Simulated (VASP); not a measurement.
# AlCo3 (Pm-3m) in VASP: notebook

Runs on AlCo3. Level: PBEsol. Tasks: single point.

Everything below comes from runs of VASP 6.6.1. Logs are shortened: lines on timing, memory, paths and dates and some standing lists are left out, and cuts for length are marked.

### Step 1. The cell of the first run

It takes space group Pm-3m (No. 221, cubic). The conventional cell has a = 3.643 Å, b = 3.643 Å, c = 3.643 Å, α = 90.00°, β = 90.00°, γ = 90.00°. Al (site symmetry m-3m) has 12 Co at 2.58 Å within 3.4 Å. Co (site symmetry 4/mmm) has 4 Al at 2.58 Å and 8 Co at 2.58 Å within 3.4 Å.

### Step 2. Single point, PBEsol, collinear spin, ferromagnetic start (12.09 Å³/atom)

The input, INCAR:

```
SYSTEM = AlCo3
ALGO = Normal ; EDIFF = 1E-7
ENCUT = 520 ; GGA = PS
ISIF = 2 ; ISMEAR = 0
ISPIN = 2 ; LASPH = .True.
LCHARG = .True. ; LELF = .True.
LMAXMIX = 4 ; LORBIT = 11
LREAL = .False. ; LVHAR = .True.
LWAVE = .False. ; MAGMOM = 0 1.45 1.45 1.45
NBANDS = 27 ; NELM = 150
PREC = Accurate ; SIGMA = 0.1
```

The input, KPOINTS:

```
k-points
0
Gamma
  12 12 12
  0 0 0
```

The input, POSCAR:

```
AlCo3
1.0
    3.6432448029      0.0000000000      0.0000000000
    0.0000000000      3.6432448029      0.0000000000
    0.0000000000      0.0000000000      3.6432448029
Al Co
1 3
Direct
    0.0000000000      0.0000000000      0.0000000000
    0.5000000000      0.5000000000      0.0000000000
    0.5000000000      0.0000000000      0.5000000000
    0.0000000000      0.5000000000      0.5000000000
```

Potentials or basis: VASP PAW PBE potentials, release 64 (Al, Co).

Command:

```console
$ cat potpaw_PBE.64/Al/POTCAR potpaw_PBE.64/Co/POTCAR > POTCAR
$ mpirun -np 1 vasp_std > vasp.out
```

OUTCAR:

```text
SYSTEM = AlCo3
   EDIFF = 1E-7
   ENCUT = 520
   GGA = PS
   ISIF = 2
   ISMEAR = 0
   ISPIN = 2
   LASPH = .True.
   LORBIT = 11
   LREAL = .False.
   NELM = 150
   PREC = Accurate

 ion  position               nearest neighbor table
   1  0.000  0.000  0.000-   2 2.58   3 2.58   4 2.58   3 2.58   4 2.58   2 2.58   4 2.58   4 2.58
                             2 2.58   3 2.58   3 2.58   2 2.58
   2  0.500  0.500  0.000-   1 2.58   3 2.58   4 2.58   3 2.58   4 2.58   1 2.58   3 2.58   3 2.58
                             1 2.58   4 2.58   4 2.58   1 2.58
   3  0.500  0.000  0.500-   1 2.58   2 2.58   4 2.58   1 2.58   2 2.58   2 2.58   4 2.58   2 2.58
                             1 2.58   4 2.58   1 2.58   4 2.58
   4  0.000  0.500  0.500-   1 2.58   2 2.58   3 2.58   1 2.58   2 2.58   1 2.58   3 2.58   1 2.58
                             2 2.58   3 2.58   2 2.58   3 2.58

  LATTYP: Found a simple cubic cell.
 ALAT       =     3.6432448029

  Lattice vectors:

 A1 = (   3.6432448029,   0.0000000000,   0.0000000000)
 A2 = (   0.0000000000,   3.6432448029,   0.0000000000)
 A3 = (   0.0000000000,   0.0000000000,   3.6432448029)

Analysis of symmetry for initial positions (statically):
=====================================================================
 Subroutine PRICEL returns:
 Original cell was already a primitive cell.

 Routine SETGRP: Setting up the symmetry group for a
 simple cubic supercell.

 Subroutine GETGRP returns: Found 48 space group operations
 (whereof 48 operations were pure point group operations)
 out of a pool of 48 trial point group operations.

The static configuration has the point symmetry O_h .

Analysis of symmetry for dynamics (positions and initial velocities):
=====================================================================
 Subroutine PRICEL returns:
 Original cell was already a primitive cell.

 Routine SETGRP: Setting up the symmetry group for a
 simple cubic supercell.

 Subroutine GETGRP returns: Found 48 space group operations
 (whereof 48 operations were pure point group operations)
 out of a pool of 48 trial point group operations.

The dynamic configuration has the point symmetry O_h .

Analysis of structural, dynamic, and magnetic symmetry:
=====================================================================
 Subroutine PRICEL returns:
 Original cell was already a primitive cell.

 Routine SETGRP: Setting up the symmetry group for a
 simple cubic supercell.

 Subroutine GETGRP returns: Found 48 space group operations
 (whereof 48 operations were pure point group operations)
 out of a pool of 48 trial point group operations.

The overall configuration has the point symmetry O_h .

 Subroutine INISYM returns: Found 48 space group operations
 (whereof 48 operations are pure point group operations),
 and found     1 'primitive' translations

----------------------------------------------------------------------------------------

                                     Primitive cell

  volume of cell :      48.3576

  direct lattice vectors                    reciprocal lattice vectors
     3.643244803  0.000000000  0.000000000     0.274480595  0.000000000  0.000000000
     0.000000000  3.643244803  0.000000000     0.000000000  0.274480595  0.000000000
     0.000000000  0.000000000  3.643244803     0.000000000  0.000000000  0.274480595

  length of vectors
     3.643244803  3.643244803  3.643244803     0.274480595  0.274480595  0.274480595

  position of ions in fractional coordinates (direct lattice)
     0.000000000  0.000000000  0.000000000
     0.500000000  0.500000000  0.000000000
     0.500000000  0.000000000  0.500000000
     0.000000000  0.500000000  0.500000000

  ion indices of the primitive-cell ions
   primitive index   ion index
                 1           1
                 2           2
                 3           3
                 4           4

----------------------------------------------------------------------------------------

 KPOINTS: k-points

Automatic generation of k-mesh.
 Grid dimensions read from file:
 generate k-points for:   12   12   12

 Generating k-lattice:

  Cartesian coordinates                     Fractional coordinates (reciprocal lattice)
     0.022873383  0.000000000  0.000000000     0.083333333  0.000000000  0.000000000
     0.000000000  0.022873383  0.000000000     0.000000000  0.083333333  0.000000000
     0.000000000  0.000000000  0.022873383     0.000000000  0.000000000  0.083333333

  Length of vectors
     0.022873383  0.022873383  0.022873383

  Shift w.r.t. Gamma in fractional coordinates (k-lattice)
     0.000000000  0.000000000  0.000000000

 Subroutine IBZKPT returns following result:
 ===========================================

 Found     84 irreducible k-points:

 Following reciprocal coordinates:
            Coordinates               Weight
  0.000000  0.000000  0.000000      1.000000
  0.083333  0.000000  0.000000      6.000000
  0.166667  0.000000  0.000000      6.000000
  0.250000  0.000000  0.000000      6.000000
  0.333333  0.000000  0.000000      6.000000
  0.416667  0.000000  0.000000      6.000000
[... 16 lines left out ...]
  0.333333  0.333333  0.000000     12.000000
  0.416667  0.333333  0.000000     24.000000
 [... further k-points ...]
   k-points           NKPTS =     84   k-points in BZ     NKDIM =     84   number of bands    NBANDS=     27
   number of dos      NEDOS =    301   number of ions     NIONS =      4
   total plane-waves  NPLWV =  21952
   dimension x,y,z NGX =    28 NGY =   28 NGZ =   28
   dimension x,y,z NGXF=    56 NGYF=   56 NGZF=   56
   ions per type =               1   3
   NGX,Y,Z   is equivalent  to a cutoff of  12.78, 12.78, 12.78 a.u.
   NGXF,Y,Z  is equivalent  to a cutoff of  25.55, 25.55, 25.55 a.u.
 SYSTEM =  AlCo3
   PREC   = accura    normal or accurate (medium, high low for compatibility)
   ISTART =      0    job   : 0-new  1-cont  2-samecut
   ICHARG =      2    charge: 1-file 2-atom 10-const
   ISPIN  =      2    spin polarized calculation?
   LNONCOLLINEAR =      F non collinear calculations
   LSORBIT =      F    spin-orbit coupling
   LASPH  =      T    aspherical Exc in radial PAW
   ENCUT  =  520.0 eV  38.22 Ry    6.18 a.u.   6.77  6.77  6.77*2*pi/ulx,y,z
   NELM   =    150;   NELMIN=  2; NELMDL= -5     # of ELM steps
   EDIFF  = 0.1E-06   stopping-criterion for ELM
   LREAL  =      F    real-space projection
   EDIFFG = 0.1E-05   stopping-criterion for IOM
   NSW    =      0    number of steps for IOM
   IBRION =     -1    ionic relax: 0-MD 1-quasi-New 2-CG
   NFREE  =      0    steps in history (QN), initial steepest desc. (CG)
   ISIF   =      2    stress and relaxation
   ISYM   =      2    0-nonsym 1-usesym 2-fastsym
   POTIM  = 0.5000    time-step for ionic-motion
   TEBEG  =    0.0;   TEEND  =   0.0 temperature during run
   PSTRESS=    0.0 pullay stress
   NELECT =      30.0000    total number of electrons
   NUPDOWN=      -1.0000    fix difference up-down
   EMIN   =  10.00;   EMAX   =-10.00  energy-range for DOS
   EFERMI =   0.00;   METHOD = LEGACY
   ISMEAR =     0;   SIGMA  =   0.10  broadening in eV -4-tet -1-fermi 0-gaus
   EFERMI_NEDOS =   21; number of points for ismear=-14 and -15
   IALGO  =     38    algorithm
   IMIX   =      4    mixing-type and parameters
     AMIX     =   0.40;   BMIX     =  1.00
     AMIX_MAG =   1.60;   BMIX_MAG =  1.00
  volume/ion in A,a.u.               =      12.09        81.58
  Fermi-wavevector in a.u.,A,eV,Ry     =   1.396240  2.638512 26.524388  1.949488
  Thomas-Fermi vector in A             =   2.519614
   LORBIT       =     11    0 simple, 1 ext, 2 COOP (PROOUT), +10 PAW based schemes
   GGA     = PS    functional components
   LHFCALC =     F    Hartree Fock is set to
   AEXX    =    0.0000 exact exchange contribution
   IVDW    =     0    specifies the selected vdW correction
   LEPSILON=     F    determine dielectric tensor
   LRPA    =     F    only Hartree local field effects (RPA)
 spin polarized calculation
 Gauss-broadening in eV      SIGMA  =   0.10
  energy-cutoff  :      520.00
  volume of cell :       48.36
 maximum number of plane-waves:      1332
 NGX is ok and might be reduce to    28
   NGX = 13   NGY = 13   NGZ = 13

 number of electron      30.0000001 magnetization       3.9207736

 Free energy of the ion-electron system (eV)
  ---------------------------------------------------
  ext. energy  EPLUGINS =         0.00000000
  ---------------------------------------------------
  free energy    TOTEN  =       -27.79078415 eV

  energy without entropy =      -27.75536530  energy(sigma->0) =      -27.77307472

 E-fermi :   9.1904     XC(G=0): -12.5615

 val. band max:        9.1865970793   @ k =   0.4167   0.2500   0.0833
 cond. band min:       9.1926432411   @ k =   0.5000   0.2500   0.0000
 fundamental gap:      0.0060461618
 Fermi energy:         9.1904017729

 spin component 1

 k-point     1 :       0.0000    0.0000    0.0000
  band No.  band energies     occupation
      1      -0.4476      1.00000
      2       4.4528      1.00000
      3       5.3643      1.00000
      4       5.3643      1.00000
      5       5.6805      1.00000
      6       5.6805      1.00000
[... 709 lines left out ...]
     26      21.5345      0.00000
     27      21.9520      0.00000

 [... further k-points ...]

 spin component 2

 k-point     1 :       0.0000    0.0000    0.0000
  band No.  band energies     occupation
      1      -0.4229      1.00000
      2       5.4536      1.00000
      3       6.2633      1.00000
      4       6.2633      1.00000
      5       6.7142      1.00000
      6       6.7142      1.00000
[... 709 lines left out ...]
     26      21.9067      0.00000
     27      22.0289      0.00000

 [... further k-points ...]

------------------------ aborting loop because EDIFF is reached ----------------------------------------

  FORCE on cell =-STRESS in cart. coord.  units (eV):
  Direction    XX          YY          ZZ          XY          YZ          ZX
  --------------------------------------------------------------------------------------
  -------------------------------------------------------------------------------------
  Total       -4.9007028     -4.9007028     -4.9007028     -0.0000000     -0.0000000     -0.0000000
  in kB     -162.3692884   -162.3692884   -162.3692884     -0.0000000     -0.0000000     -0.0000000
  external PRESSURE =    -162.3692884 kB  Pullay stress =       0.0000000 kB

 VOLUME and BASIS-vectors are now :
 -----------------------------------------------------------------------------
  energy-cutoff  :      520.00
  volume of cell :       48.36
      direct lattice vectors                 reciprocal lattice vectors
     3.643244803  0.000000000  0.000000000     0.274480595  0.000000000  0.000000000
     0.000000000  3.643244803  0.000000000     0.000000000  0.274480595  0.000000000
     0.000000000  0.000000000  3.643244803     0.000000000  0.000000000  0.274480595

 POSITION                                       TOTAL-FORCE (eV/Angst)
 -----------------------------------------------------------------------------------
      0.00000      0.00000      0.00000         0.000000      0.000000      0.000000
      1.82162      1.82162      0.00000         0.000000      0.000000      0.000000
      1.82162      0.00000      1.82162         0.000000      0.000000      0.000000
      0.00000      1.82162      1.82162         0.000000      0.000000      0.000000
 -----------------------------------------------------------------------------------
    total drift:                                0.000000      0.000000      0.000000

  FREE ENERGIE OF THE ION-ELECTRON SYSTEM (eV)
  ---------------------------------------------------
  free  energy   TOTEN  =       -27.7907841458 eV

  energy  without entropy=      -27.7553652959  energy(sigma->0) =      -27.77307472

 total charge

# of ion       s       p       d       tot
------------------------------------------
    1        0.402   0.389   0.000   0.791
    2        0.449   0.465   7.282   8.196
    3        0.449   0.465   7.282   8.196
    4        0.449   0.465   7.282   8.196
--------------------------------------------------
tot          1.749   1.784  21.845  25.379

 magnetization (x)

# of ion       s       p       d       tot
------------------------------------------
    1       -0.002  -0.038   0.000  -0.040
    2       -0.002  -0.006   1.359   1.350
    3       -0.002  -0.006   1.359   1.350
    4       -0.002  -0.006   1.359   1.350
--------------------------------------------------
tot         -0.010  -0.055   4.076   4.011
```

Wall time 4.5 min (1 thread of AMD EPYC 7R43 (Zen 3), shared host); peak memory 0.24 GiB.

Results:

- Free energy: -27.7908 eV
- Pressure: -16.2 GPa
- Net moment: 3.92 μB per cell
- Site moments: Al -0.04; Co +1.35 μB
- Valence electrons inside the program's atomic spheres: Al 0.79; Co 8.20

Caveat: the cell stands under tension; the PAW data sets were made with another functional, which shifts forces and pressure a little.

(Continued in part 2 of 2.)
